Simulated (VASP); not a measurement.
# CuSi16 (a cell with a defect) in VASP: a series of runs, part 2 of 2

VASP 6.6.1. The steps go on from the part before.

### Step 3. Single point, PBE

INCAR reads:

```
SYSTEM = CuSi16
  ALGO = Normal
  EDIFF = 1E-6
  ENCUT = 520
  GGA = PE
  ISIF = 2
  ISMEAR = 0
  LASPH = .TRUE.
  LCHARG = .FALSE.
  LREAL = Auto
  LWAVE = .FALSE.
  NBANDS = 52
  NELECT = 74.0
  NELM = 100
  PREC = Accurate
  SIGMA = 0.02
```

KPOINTS reads:

```
k-points
0
G
  2 2 2
  0 0 0
```

POSCAR reads:

```
CuSi16
1.0
    0.0000000000      5.4300000000      5.4300000000
    5.4300000000      0.0000000000      5.4300000000
    5.4300000000      5.4300000000      0.0000000000
Si Cu
16 1
Direct
    0.0284346225     -0.0094427256     -0.0097911602
    0.1336395028      0.1246107735      0.1249628913
   -0.0053279006      0.0105765193      0.4971501842
    0.1323890424      0.1261054328      0.6176975138
   -0.0052856354      0.4972497238      0.0109751381
    0.1334779006      0.6175252302      0.1257898711
   -0.0080686004      0.4986185083      0.4979072744
    0.0868656538      0.6378186924      0.6385008287
    0.5057857274      0.0063634438      0.0045995396
    0.6571856354      0.1148046041      0.1175729282
    0.5040305709      0.0020738490      0.4873454880
    0.6215557090      0.1432223757      0.6202137201
    0.5052350829      0.4853194291      0.0016802026
    0.6216358195      0.6204010129      0.1414586556
    0.4588433702      0.5116739411      0.5091498158
    0.6184983425      0.6154471455      0.6169342541
    0.6310007366      0.7887646409      0.7879366483
```

Potentials or basis: VASP PAW PBE potentials, release 64 (Si, Cu).

Launch:

```bash
cat potpaw_PBE.64/Si/POTCAR potpaw_PBE.64/Cu/POTCAR > POTCAR
mpirun -np 1 vasp_std > vasp.out
```

OUTCAR:

```text
SYSTEM = CuSi16
   EDIFF = 1E-6
   ENCUT = 520
   GGA = PE
   ISIF = 2
   ISMEAR = 0
   LASPH = .TRUE.
   LREAL = Auto
   NELECT = 74.0
   NELM = 100
   PREC = Accurate

 ion  position               nearest neighbor table
   1  0.028  0.991  0.990-  10 2.33   4 2.34   6 2.34   2 2.35
   2  0.134  0.125  0.125-   9 2.33   3 2.34   5 2.34   1 2.35
   3  0.995  0.011  0.497-   2 2.34  12 2.34   4 2.35   8 2.35
   4  0.132  0.126  0.618-  11 2.33   7 2.34   1 2.34   3 2.35
   5  0.995  0.497  0.011-   2 2.34  14 2.34   8 2.35   6 2.35
   6  0.133  0.618  0.126-  13 2.33   7 2.34   1 2.34   5 2.35
   7  0.992  0.499  0.498-   6 2.34   4 2.34  16 2.34   8 2.36
   8  0.087  0.638  0.639-  15 2.33   5 2.35   3 2.35   7 2.36  17 2.86
   9  0.506  0.006  0.005-   2 2.33  10 2.34  12 2.41  14 2.42  17 2.46
  10  0.657  0.115  0.118-  11 2.33   1 2.33  13 2.33   9 2.34
  11  0.504  0.002  0.487-  10 2.33   4 2.33  17 2.42  16 2.43  12 2.46
  12  0.622  0.143  0.620-  15 2.33  17 2.34   3 2.34   9 2.41  11 2.46
  13  0.505  0.485  0.002-  10 2.33   6 2.33  16 2.41  17 2.43  14 2.46
  14  0.622  0.620  0.141-  15 2.32  17 2.33   5 2.34   9 2.42  13 2.46
  15  0.459  0.512  0.509-  14 2.32  12 2.33   8 2.33  16 2.34
  16  0.618  0.615  0.617-  15 2.34   7 2.34  17 2.35  13 2.41  11 2.43
  17  0.631  0.789  0.788-  14 2.33  12 2.34  16 2.35  11 2.42  13 2.43   9 2.46   8 2.86

  LATTYP: Found a face centered cubic cell.
 ALAT       =    10.8600000000

  Lattice vectors:

 A1 = (   0.0000000000,   5.4300000000,   5.4300000000)
 A2 = (   5.4300000000,   0.0000000000,   5.4300000000)
 A3 = (   5.4300000000,   5.4300000000,   0.0000000000)

Analysis of symmetry for initial positions (statically):
=====================================================================
 Subroutine PRICEL returns:
 Original cell was already a primitive cell.

 Routine SETGRP: Setting up the symmetry group for a
 face centered cubic supercell.

 Subroutine GETGRP returns: Found  1 space group operations
 (whereof  1 operations were pure point group operations)
 out of a pool of 48 trial point group operations.

The static configuration has the point symmetry C_1 .

Analysis of symmetry for dynamics (positions and initial velocities):
=====================================================================
 Subroutine PRICEL returns:
 Original cell was already a primitive cell.

 Routine SETGRP: Setting up the symmetry group for a
 face centered cubic supercell.

 Subroutine GETGRP returns: Found  1 space group operations
 (whereof  1 operations were pure point group operations)
 out of a pool of 48 trial point group operations.

The dynamic configuration has the point symmetry C_1 .

 Subroutine INISYM returns: Found  1 space group operations
 (whereof  1 operations are pure point group operations),
 and found     1 'primitive' translations

----------------------------------------------------------------------------------------

                                     Primitive cell

  volume of cell :     320.2060

  direct lattice vectors                    reciprocal lattice vectors
     0.000000000  5.430000000  5.430000000    -0.092081031  0.092081031  0.092081031
     5.430000000  0.000000000  5.430000000     0.092081031 -0.092081031  0.092081031
[... 76 lines left out ...]
  0.500000  0.500000  0.500000      1.000000
  0.500000  0.500000  0.000000      1.000000
  0.000000  0.500000  0.500000      1.000000
  0.500000  0.000000  0.500000      1.000000
   k-points           NKPTS =      8   k-points in BZ     NKDIM =      8   number of bands    NBANDS=     52
   number of dos      NEDOS =    301   number of ions     NIONS =     17
   total plane-waves  NPLWV = 216000
   dimension x,y,z NGX =    60 NGY =   60 NGZ =   60
   dimension x,y,z NGXF=   120 NGYF=  120 NGZF=  120
   ions per type =              16   1
   NGX,Y,Z   is equivalent  to a cutoff of  12.99, 12.99, 12.99 a.u.
   NGXF,Y,Z  is equivalent  to a cutoff of  25.98, 25.98, 25.98 a.u.
 SYSTEM =  CuSi16
   PREC   = accura    normal or accurate (medium, high low for compatibility)
   ISTART =      0    job   : 0-new  1-cont  2-samecut
   ICHARG =      2    charge: 1-file 2-atom 10-const
   ISPIN  =      1    spin polarized calculation?
   LNONCOLLINEAR =      F non collinear calculations
   LSORBIT =      F    spin-orbit coupling
   LASPH  =      T    aspherical Exc in radial PAW
   ENCUT  =  520.0 eV  38.22 Ry    6.18 a.u.  14.28 14.28 14.28*2*pi/ulx,y,z
   NELM   =    100;   NELMIN=  2; NELMDL= -5     # of ELM steps
   EDIFF  = 0.1E-05   stopping-criterion for ELM
   LREAL  =      T    real-space projection
   EDIFFG = 0.1E-04   stopping-criterion for IOM
   NSW    =      0    number of steps for IOM
   IBRION =     -1    ionic relax: 0-MD 1-quasi-New 2-CG
   NFREE  =      0    steps in history (QN), initial steepest desc. (CG)
   ISIF   =      2    stress and relaxation
   ISYM   =      2    0-nonsym 1-usesym 2-fastsym
   POTIM  = 0.5000    time-step for ionic-motion
   TEBEG  =    0.0;   TEEND  =   0.0 temperature during run
   PSTRESS=    0.0 pullay stress
   NELECT =      74.0000    total number of electrons
   NUPDOWN=      -1.0000    fix difference up-down
   EMIN   =  10.00;   EMAX   =-10.00  energy-range for DOS
   EFERMI =   0.00;   METHOD = LEGACY
   ISMEAR =     0;   SIGMA  =   0.02  broadening in eV -4-tet -1-fermi 0-gaus
   EFERMI_NEDOS =   21; number of points for ismear=-14 and -15
   IALGO  =     38    algorithm
   IMIX   =      4    mixing-type and parameters
     AMIX     =   0.40;   BMIX     =  1.00
     AMIX_MAG =   1.60;   BMIX_MAG =  1.00
  volume/ion in A,a.u.               =      18.84       127.11
  Fermi-wavevector in a.u.,A,eV,Ry     =   1.004636  1.898488 13.732283  1.009294
  Thomas-Fermi vector in A             =   2.137265
   LORBIT       =      0    0 simple, 1 ext, 2 COOP (PROOUT), +10 PAW based schemes
   GGA     = PE    functional components
   LHFCALC =     F    Hartree Fock is set to
   AEXX    =    0.0000 exact exchange contribution
   IVDW    =     0    specifies the selected vdW correction
   LEPSILON=     F    determine dielectric tensor
   LRPA    =     F    only Hartree local field effects (RPA)
 non-spin polarized calculation
 Gauss-broadening in eV      SIGMA  =   0.02
  energy-cutoff  :      520.00
  volume of cell :      320.21
 maximum number of plane-waves:      8646
 NGX is ok and might be reduce to    60
   NGX = 29   NGY = 29   NGZ = 29

 number of electron      74.0000001 magnetization

 Free energy of the ion-electron system (eV)
  ---------------------------------------------------
  ext. energy  EPLUGINS =         0.00000000
  ---------------------------------------------------
  free energy    TOTEN  =       -94.20888647 eV

  energy without entropy =      -94.20888625  energy(sigma->0) =      -94.20888636

 E-fermi :   6.4276     XC(G=0):  -9.6123

 val. band max:        6.3661159034   @ k =   0.0000   0.0000   0.0000
 cond. band min:       6.4891074027   @ k =   0.0000   0.0000   0.0000
 fundamental gap:      0.1229914992
 Fermi energy:         6.4276116305

 k-point     1 :       0.0000    0.0000    0.0000
  band No.  band energies     occupation
      1      -5.8933      2.00000
      2      -3.5369      2.00000
      3      -3.5053      2.00000
      4      -3.4835      2.00000
      5      -3.4689      2.00000
      6      -1.9743      2.00000
[... 405 lines left out ...]
     48      10.4324      0.00000
     49      10.4719      0.00000
 [bands above 49 left out]

------------------------ aborting loop because EDIFF is reached ----------------------------------------

  FORCE on cell =-STRESS in cart. coord.  units (eV):
  Direction    XX          YY          ZZ          XY          YZ          ZX
  --------------------------------------------------------------------------------------
  -------------------------------------------------------------------------------------
  Total       -1.7234256     -0.9490018     -1.2268741     -0.0882434     -0.6352946     -0.3927146
  in kB       -8.6233028     -4.7484090     -6.1387661     -0.4415332     -3.1787494     -1.9649799
  external PRESSURE =      -6.5034926 kB  Pullay stress =       0.0000000 kB

 VOLUME and BASIS-vectors are now :
 -----------------------------------------------------------------------------
  energy-cutoff  :      520.00
  volume of cell :      320.21
      direct lattice vectors                 reciprocal lattice vectors
     0.000000000  5.430000000  5.430000000    -0.092081031  0.092081031  0.092081031
     5.430000000  0.000000000  5.430000000     0.092081031 -0.092081031  0.092081031
     5.430000000  5.430000000  0.000000000     0.092081031  0.092081031 -0.092081031

 POSITION                                       TOTAL-FORCE (eV/Angst)
 -----------------------------------------------------------------------------------
     10.75556      5.53123      5.53313         0.010886     -0.006482     -0.011532
      1.35518      1.40421      1.40230         0.002848     -0.003901     -0.000737
      2.75696      8.10059      5.45850         0.003706     -0.000336      0.002287
      4.03885      4.07297      1.40363         0.006192      0.004107     -0.001885
      2.75966      5.46089      8.10137         0.000913     -0.003800     -0.002142
      4.03620      1.40782      4.07795         0.002931     -0.003134      0.000874
[... 9 lines left out ...]
      6.69183      6.70840      6.70032        -0.002680     -0.015579     -0.007665
      8.56149      7.70483      7.70933        -0.058317      0.054500      0.054995
 -----------------------------------------------------------------------------------
    total drift:                               -0.002635      0.003110     -0.000101

  FREE ENERGIE OF THE ION-ELECTRON SYSTEM (eV)
  ---------------------------------------------------
  free  energy   TOTEN  =       -94.2088864736 eV

  energy  without entropy=      -94.2088862526  energy(sigma->0) =      -94.20888636
```

Wall time 8.5 min (1 thread of AMD EPYC 7R43 (Zen 3), shared host); peak memory 0.45 GiB.

Results:

* Free energy: -94.2089 eV
* Largest force: 0.097 eV/Å

Forces on the atoms (eV/Å):
```
Si   0.011 -0.006 -0.012
Si   0.003 -0.004 -0.001
Si   0.004  0.000  0.002
Si   0.006  0.004 -0.002
Si   0.001 -0.004 -0.002
Si   0.003 -0.003  0.001
Si  -0.001 -0.001 -0.005
Si   0.003 -0.003  0.000
Si   0.001  0.001 -0.008
Si   0.011 -0.013 -0.005
Si  -0.001 -0.005 -0.002
Si   0.004 -0.008 -0.001
Si   0.005 -0.001  0.000
Si   0.011  0.003 -0.008
Si  -0.001  0.002 -0.006
Si  -0.003 -0.016 -0.008
Cu  -0.058  0.054  0.055
```

Caveat: the k points lie up to 0.50 Å⁻¹ apart; the cell carries a net charge on a neutralising background, which shifts energy and pressure; the cell is charged against a uniform background, so pressure and absolute levels hang on convention.

### Step 4. Single point, PBE

INCAR reads:

```
PREC = Accurate
ENCUT = 520
EDIFF = 1E-7
ISMEAR = 0
SIGMA = 0.02
LREAL = Auto
LASPH = T
NELM = 60
ALGO = Normal
ISIF = 2
LWAVE = F
LCHARG = T
GGA = PE
LELF = T
LVHAR = T
NBANDS = 52
NELECT = 74.0
```

KPOINTS reads:

```
Automatic mesh
0
Gamma
  2 2 2
```

POSCAR reads:

```
CuSi16
1.0
    0.0000000000      5.4300000000      5.4300000000
    5.4300000000      0.0000000000      5.4300000000
    5.4300000000      5.4300000000      0.0000000000
Si Cu
16 1
Direct
    0.0044525783      0.0042719153      0.0048978821
    0.1287947514      0.1286573665      0.1292879374
    0.0051160221      0.0059316759      0.5023578269
    0.1268232044      0.1278955801      0.6330416206
    0.0063240331      0.5014477901      0.0061735727
    0.1279853591      0.6322273481      0.1281098527
   -0.0080002762      0.5002302947      0.5005441068
    0.1202535912      0.6302532228      0.6305322284
    0.5018788214      0.0062992634      0.0053441989
    0.6325495396      0.1281147330      0.1271972376
    0.4993725599     -0.0067171271      0.4996994475
    0.6291246777      0.1215558011      0.6295988950
    0.5004990792      0.5004843462     -0.0081808471
    0.6305982505      0.6307796501      0.1193492634
    0.4885712707      0.4897237569      0.4876878453
    0.6118639042      0.6136255985      0.6120583794
    0.7368311234      0.7371795580      0.7347769797
```

Launch:

```bash
cat potpaw_PBE.64/Si/POTCAR potpaw_PBE.64/Cu/POTCAR > POTCAR
mpirun -np 1 vasp_std > vasp.out
```

Run time: 8.6 min. Hardware: 1 thread of AMD EPYC 7R43 (Zen 3), shared host; peak memory 0.44 GiB.

The run converged. Its results:

| Item | Value |
| --- | --- |
| Free energy | -94.2204 eV |
| Largest force | 0.034 eV/Å |

Forces on the atoms (eV/Å):
```
Si  -0.015 -0.007 -0.018
Si   0.006  0.024  0.007
Si   0.007 -0.012  0.010
Si  -0.004  0.012  0.022
Si   0.010 -0.010  0.006
Si   0.007  0.012  0.010
Si   0.003 -0.014  0.000
Si  -0.033  0.006 -0.005
Si   0.012 -0.013  0.002
Si   0.020  0.011 -0.003
Si   0.004 -0.003 -0.001
Si  -0.017  0.000 -0.010
Si   0.006 -0.013  0.001
Si  -0.014  0.004 -0.025
Si   0.018  0.004  0.013
Si  -0.020  0.004 -0.013
Cu   0.011 -0.005  0.003
```

Levels at points of the mesh, in eV from the Fermi level:
| k point | band 35 | band 36 | band 37 | band 38 | band 39 | band 40 |
| --- | --- | --- | --- | --- | --- | --- |
| (0.00, 0.00, 0.00) | -0.56 | -0.10 | -0.10 | 0.26 | 0.70 | 0.70 |
| (0.50, 0.00, 0.00) | -0.76 | -0.67 | -0.58 | 0.67 | 1.18 | 1.37 |
| (0.00, 0.50, 0.00) | -0.76 | -0.67 | -0.59 | 0.67 | 1.18 | 1.38 |
| (0.00, 0.00, 0.50) | -0.76 | -0.67 | -0.58 | 0.67 | 1.17 | 1.38 |
| (0.50, 0.50, 0.50) | -0.82 | -0.64 | -0.63 | 0.51 | 1.35 | 1.43 |
| (0.50, 0.50, 0.00) | -1.35 | -1.32 | -0.87 | 0.76 | 1.15 | 2.12 |
| (0.00, 0.50, 0.50) | -1.35 | -1.32 | -0.86 | 0.76 | 1.15 | 2.12 |
| (0.50, 0.00, 0.50) | -1.35 | -1.32 | -0.86 | 0.76 | 1.15 | 2.11 |

Caveat: the k points lie up to 0.50 Å⁻¹ apart; the cell carries a net charge on a neutralising background, which shifts energy and pressure; the cell is charged against a uniform background, so pressure and absolute levels hang on convention.
